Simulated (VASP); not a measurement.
# TaN (P6/mmm) in VASP: a series of runs

TaN is run at these levels: LDA+U; tasks: single point.

All numbers are computed with VASP 6.6.1; they aren't measurements. Logs are shortened: lines on timing, memory, paths and dates and some standing lists are left out, and cuts for length are marked.

**1. The cell of the first run**

The structure is hexagonal, space group P6/mmm (No. 191). Conventional cell: a = 5.185 Å, b = 5.185 Å, c = 2.908 Å, α = 90.00°, β = 90.00°, γ = 120.00°. Within 3.4 Å of Ta (site symmetry 6/mmm) lie 6 N at 2.59 Å and 14 Ta at 2.91 to 3.33 Å. Within 3.0 Å of Ta (site symmetry -6m2) lie 6 N at 2.09 Å and 5 Ta at 2.91 to 2.99 Å. N (site symmetry mmm) has 6 Ta at 2.09 to 2.59 Å and 6 N at 2.59 to 2.91 Å within 3.0 Å.

**2. Single point, LDA+U, collinear spin**

File INCAR:

```
SYSTEM = TaN
ALGO = Normal
EDIFF = 1E-7
ENCUT = 520
ISIF = 2
ISMEAR = 0
ISPIN = 2
LASPH = .TRUE.
LCHARG = .FALSE.
LDAU = .TRUE.
LDAUJ = 0 0
LDAUL = 2 -1
LDAUPRINT = 1
LDAUTYPE = 2
LDAUU = 4 0
LMAXMIX = 4
LORBIT = 11
LREAL = .FALSE.
LWAVE = .FALSE.
MAGMOM = 2 2 2 0 0 0
NBANDS = 37
NELM = 150
PREC = Accurate
SIGMA = 0.05
```

File KPOINTS:

```
k-points
0
G
  4 4 7
  0 0 0
```

File POSCAR:

```
TaN
1.0
    5.1850002000      0.0000000000      0.0000000000
   -2.5925001000      4.4903418900      0.0000000000
    0.0000000000      0.0000000000      2.9080005300
Ta N
3 3
Direct
    0.0000000000      0.0000000000      0.0000000000
    0.3333333333      0.6666666667      0.5000000000
    0.6666666667      0.3333333333      0.5000000000
    0.5000000000      0.0000000000      0.0000000000
    0.5000000000      0.5000000000      0.0000000000
    0.0000000000      0.5000000000      0.0000000000
```

Potentials or basis: VASP PAW LDA potentials, release 64 (Ta_pv, N).

Launch:

```bash
> cat potpaw_LDA.64/Ta_pv/POTCAR potpaw_LDA.64/N/POTCAR > POTCAR
> mpirun -np 1 vasp_std > vasp.out
```

OUTCAR:

```text
SYSTEM = TaN
   EDIFF = 1E-7
   ENCUT = 520
   ISIF = 2
   ISMEAR = 0
   ISPIN = 2
   LASPH = .TRUE.
   LORBIT = 11
   LREAL = .FALSE.
   NELM = 150
   PREC = Accurate

 ion  position               nearest neighbor table
   1  0.000  0.000  0.000-   5 2.59   6 2.59   6 2.59   5 2.59   4 2.59   4 2.59   2 3.33   3 3.33
                             2 3.33   3 3.33   2 3.33   2 3.33   3 3.33   3 3.33   2 3.33   3 3.33
   2  0.333  0.667  0.500-   4 2.09   4 2.09   6 2.09   6 2.09   5 2.09   5 2.09   3 2.99   3 2.99
                             3 2.99   1 3.33   1 3.33   1 3.33   1 3.33   1 3.33   1 3.33
   3  0.667  0.333  0.500-   4 2.09   4 2.09   6 2.09   6 2.09   5 2.09   5 2.09   2 2.99   2 2.99
                             2 2.99   1 3.33   1 3.33   1 3.33   1 3.33   1 3.33   1 3.33
   4  0.500  0.000  0.000-   2 2.09   3 2.09   2 2.09   3 2.09   1 2.59   1 2.59
   5  0.500  0.500  0.000-   2 2.09   3 2.09   2 2.09   3 2.09   1 2.59   1 2.59
   6  0.000  0.500  0.000-   2 2.09   3 2.09   2 2.09   3 2.09   1 2.59   1 2.59

  LATTYP: Found a hexagonal cell.
 ALAT       =     5.1850002000
 C/A-ratio  =     0.5608486823

  Lattice vectors:

 A1 = (   5.1850002000,   0.0000000000,   0.0000000000)
 A2 = (  -2.5925001000,   4.4903418900,   0.0000000000)
 A3 = (   0.0000000000,   0.0000000000,   2.9080005300)

Analysis of symmetry for initial positions (statically):
=====================================================================
 Subroutine PRICEL returns:
 Original cell was already a primitive cell.

 Routine SETGRP: Setting up the symmetry group for a
 hexagonal supercell.

 Subroutine GETGRP returns: Found 24 space group operations
 (whereof 24 operations were pure point group operations)
 out of a pool of 24 trial point group operations.

The static configuration has the point symmetry D_6h.

Analysis of symmetry for dynamics (positions and initial velocities):
=====================================================================
 Subroutine PRICEL returns:
 Original cell was already a primitive cell.

 Routine SETGRP: Setting up the symmetry group for a
 hexagonal supercell.

 Subroutine GETGRP returns: Found 24 space group operations
 (whereof 24 operations were pure point group operations)
 out of a pool of 24 trial point group operations.

The dynamic configuration has the point symmetry D_6h.

Analysis of structural, dynamic, and magnetic symmetry:
=====================================================================
 Subroutine PRICEL returns:
 Original cell was already a primitive cell.

 Routine SETGRP: Setting up the symmetry group for a
[... 248 lines left out ...]

 number of electron      48.0000007 magnetization      -0.0000748

 Free energy of the ion-electron system (eV)
  ---------------------------------------------------
  ext. energy  EPLUGINS =         0.00000000
  ---------------------------------------------------
  free energy    TOTEN  =       -60.55623617 eV

  energy without entropy =      -60.55507465  energy(sigma->0) =      -60.55565541

 E-fermi :   8.5866     XC(G=0): -13.3026

 val. band max:        8.5376994735   @ k =   0.2500   0.0000   0.4286
 cond. band min:       8.7867708006   @ k =   0.0000   0.0000   0.2857
 fundamental gap:      0.2490713270
 Fermi energy:         8.5865710831

 spin component 1

 k-point     1 :       0.0000    0.0000    0.0000
  band No.  band energies     occupation
      1     -28.2522      1.00000
      2     -28.2522      1.00000
      3     -27.9209      1.00000
      4     -27.9209      1.00000
      5     -27.6375      1.00000
      6     -27.6375      1.00000
[... 613 lines left out ...]
     35      14.6593      0.00000
     36      15.5300      0.00000
 Fermi energy:         8.5865710831

 spin component 2

 k-point     1 :       0.0000    0.0000    0.0000
  band No.  band energies     occupation
      1     -28.2521      1.00000
      2     -28.2521      1.00000
      3     -27.9208      1.00000
      4     -27.9208      1.00000
      5     -27.6374      1.00000
      6     -27.6374      1.00000
[... 613 lines left out ...]
     35      14.6593      0.00000
     36      15.5300      0.00000
 [bands above 36 left out]

------------------------ aborting loop because EDIFF is reached ----------------------------------------

  FORCE on cell =-STRESS in cart. coord.  units (eV):
  Direction    XX          YY          ZZ          XY          YZ          ZX
  --------------------------------------------------------------------------------------
  -------------------------------------------------------------------------------------
  Total        3.5615537      3.5615537      4.2317952      0.0000000     -0.0000000      0.0000000
  in kB       84.2805592     84.2805591    100.1411463      0.0000000     -0.0000000      0.0000000
  external PRESSURE =      89.5674215 kB  Pullay stress =       0.0000000 kB

 VOLUME and BASIS-vectors are now :
 -----------------------------------------------------------------------------
  energy-cutoff  :      520.00
  volume of cell :       67.71
      direct lattice vectors                 reciprocal lattice vectors
     5.185000200  0.000000000  0.000000000     0.192864023  0.111350096  0.000000000
    -2.592500100  4.490341890  0.000000000     0.000000000  0.222700192  0.000000000
     0.000000000  0.000000000  2.908000530     0.000000000  0.000000000  0.343878892

 POSITION                                       TOTAL-FORCE (eV/Angst)
 -----------------------------------------------------------------------------------
      0.00000      0.00000      0.00000         0.000000      0.000000      0.000000
     -0.00000      2.99356      1.45400         0.000000     -0.000000      0.000000
      2.59250      1.49678      1.45400        -0.000000     -0.000000     -0.000000
      2.59250      0.00000      0.00000         0.000000      0.000000      0.000000
      1.29625      2.24517      0.00000         0.000000      0.000000      0.000000
     -1.29625      2.24517      0.00000         0.000000      0.000000      0.000000
 -----------------------------------------------------------------------------------
    total drift:                               -0.000000      0.000000     -0.000000

  FREE ENERGIE OF THE ION-ELECTRON SYSTEM (eV)
  ---------------------------------------------------
  free  energy   TOTEN  =       -60.5562361719 eV

  energy  without entropy=      -60.5550746517  energy(sigma->0) =      -60.55565541

 total charge

# of ion       s       p       d       tot
------------------------------------------
    1        0.295   6.134   2.117   8.546
    2        0.337   6.328   2.310   8.975
    3        0.337   6.328   2.310   8.975
    4        1.239   2.562   0.000   3.801
    5        1.239   2.562   0.000   3.801
    6        1.239   2.562   0.000   3.801
--------------------------------------------------
tot          4.687  26.475   6.737  37.898

 magnetization (x)

# of ion       s       p       d       tot
------------------------------------------
    1       -0.000  -0.000  -0.000  -0.000
    2        0.000   0.000   0.000   0.000
    3        0.000   0.000   0.000   0.000
    4        0.000   0.000   0.000   0.000
    5        0.000   0.000   0.000   0.000
    6        0.000   0.000   0.000   0.000
--------------------------------------------------
tot          0.000   0.000  -0.000  -0.000
```

stdout:

```text
POSCAR found type information on POSCAR TaN
 POSCAR found :  2 types and       6 ions
 scaLAPACK will be used
 LDA part: xc-table for (Slater(with rela. corr.)+CA(PZ))
 , standard interpolation
 POSCAR, INCAR and KPOINTS ok, starting setup
 FFT: planning ... GRIDC
 FFT: planning ... GRID_SOFT
 FFT: planning ... GRID
 WAVECAR not read
 entering main loop
```

It took 42 s on 1 thread of Intel Xeon Platinum 8488C (Sapphire Rapids), shared host; peak memory 0.21 GiB.

What came out:

* Free energy: -60.5562 eV
* Pressure: 9.0 GPa
* Band gap on the k mesh: zero (filled and empty bands overlap)
* Net moment: 0.00 μB per cell
* Valence electrons inside the program's atomic spheres: Ta 8.55, 8.97 (each value once); N 3.80

Stress tensor (GPa, compression positive):
```
 8.43  0.00  0.00
 0.00  8.43  0.00
 0.00  0.00 10.01
```

Eigenvalues of the final occupation matrices:
```csv
site,spin,trace,eigenvalues
site 1 d,1,1.08,0.16 0.16 0.25 0.25 0.26
site 1 d,2,1.08,0.16 0.16 0.25 0.25 0.26
site 2 d,1,1.18,0.21 0.21 0.24 0.24 0.27
site 2 d,2,1.18,0.21 0.21 0.24 0.24 0.27
site 3 d,1,1.18,0.21 0.21 0.24 0.24 0.27
site 3 d,2,1.18,0.21 0.21 0.24 0.24 0.27
```

Caveat: the cell stands under pressure; spin-orbit coupling is left out, which moves the levels of the heavy elements.

**3. Single point, LDA+U, collinear spin, zero start**

File INCAR:

```
PREC = Accurate
ENCUT = 520
EDIFF = 1E-6
ISMEAR = 0
SIGMA = 0.05
LREAL = False
LASPH = True
NELM = 150
ALGO = Normal
ISIF = 2
LWAVE = False
LCHARG = True
ISPIN = 2
MAGMOM = 0 0 0 0 0 0
LORBIT = 11
LMAXMIX = 4
LDAU = True
LDAUTYPE = 2
LDAUL = 2 -1
LDAUU = 4 0
LDAUJ = 0 0
LDAUPRINT = 1
LELF = True
LVHAR = True
NBANDS = 37
```

File KPOINTS:

```
regular mesh
0
Gamma
  4 4 7
```

POSCAR is that of step 2.

Potentials or basis: VASP PAW LDA potentials, release 64 (Ta_pv, N).

Launch:

```bash
> cat potpaw_LDA.64/Ta_pv/POTCAR potpaw_LDA.64/N/POTCAR > POTCAR
> mpirun -np 1 vasp_std > vasp.out
```

It took 42 s on 1 thread of Intel Xeon Platinum 8488C (Sapphire Rapids), shared host; peak memory 0.21 GiB.

It converged, with:

| Item | Value |
| --- | --- |
| Free energy | -60.5562 eV |
| Pressure | 9.0 GPa |
| Band gap on the k mesh | zero (filled and empty bands overlap) |
| Net moment | 0.00 μB per cell |
| Valence electrons inside the program's atomic spheres | Ta 8.55, 8.97 (each value once); N 3.80 |

Stress tensor (GPa, compression positive):
```
 8.43  0.00  0.00
 0.00  8.43  0.00
 0.00  0.00 10.02
```

Levels at points of the mesh, in eV from the Fermi level:
Spin up:
```
           k point  band 22  band 23  band 24  band 25  band 26  band 27
(0.00, 0.00, 0.00)    -2.71    -2.10    -1.11    -1.11     0.89     0.89
(0.50, 0.00, 0.00)    -3.03    -1.86    -0.66     1.42     1.95     2.00
```
Spin down:
```csv
k point,band 20,band 21,band 22,band 23,band 24,band 25,band 26,band 27,band 28,band 29
"(0.00, 0.00, 0.00)",-3.12,-3.12,-2.71,-2.10,-1.11,-1.11,0.89,0.89,1.00,2.38
"(0.50, 0.00, 0.00)",-4.73,-3.55,-3.03,-1.86,-0.66,1.42,1.95,2.00,2.36,2.45
```

Eigenvalues of the final occupation matrices:
```csv
site,spin,trace,eigenvalues
site 1 d,1,1.08,0.16 0.16 0.25 0.25 0.26
site 1 d,2,1.08,0.16 0.16 0.25 0.25 0.26
site 2 d,1,1.18,0.21 0.21 0.24 0.24 0.27
site 2 d,2,1.18,0.21 0.21 0.24 0.24 0.27
site 3 d,1,1.18,0.21 0.21 0.24 0.24 0.27
site 3 d,2,1.18,0.21 0.21 0.24 0.24 0.27
```

Caveat: the cell stands under pressure; spin-orbit coupling is left out, which moves the levels of the heavy elements.

(Part 1 of 3 ends here.)
